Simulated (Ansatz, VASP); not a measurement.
## La2Zr2O in VASP and in Ansatz

```xyz
5
Lattice="-1.9727 1.9727 8.1507 1.9727 -1.9727 8.1507 1.9727 1.9727 -8.1507" Properties=species:S:1:pos:R:3 pbc="T T T"
La    1.9727    0.0000    4.0753
La    0.0000    1.9727    4.0753
Zr    0.0000    0.0000    6.9620
Zr    0.0000    0.0000    9.3394
O     0.0000    0.0000    0.0000
```

Change from the starting cell: species swapped into the Ce2BiO2 type (I4/mmm, No. 139).

Alike in both runs: functional PBE; k mesh 14 × 14 × 14; occupations gaussian, width 0.1 eV; no spin polarisation.

Ansatz relaxed the structure, and its values are those at the end. VASP's run is a single point on that final structure, the one shown.

```csv
,VASP,Ansatz
version,VASP 6.6.1,Ansatz 0.2.0
potentials or method,"VASP PAW PBE potentials, release 64 (La, Zr_sv, O), cutoff 520 eV","scalar-relativistic, plane waves, PAW"
valence electrons in the cell,52,52
```

```tsv
	VASP	Ansatz	Ansatz less VASP
gap on the k mesh at the Fermi level (eV)	none	none	-
pressure (GPa)	0.1	0.0	-0.04
rms of the force components (eV/Å)	0.028	0.000	-0.0284
```

A gap of «none» marks a metal or a gap that the smearing closes.

Neither program's run includes spin-orbit coupling.
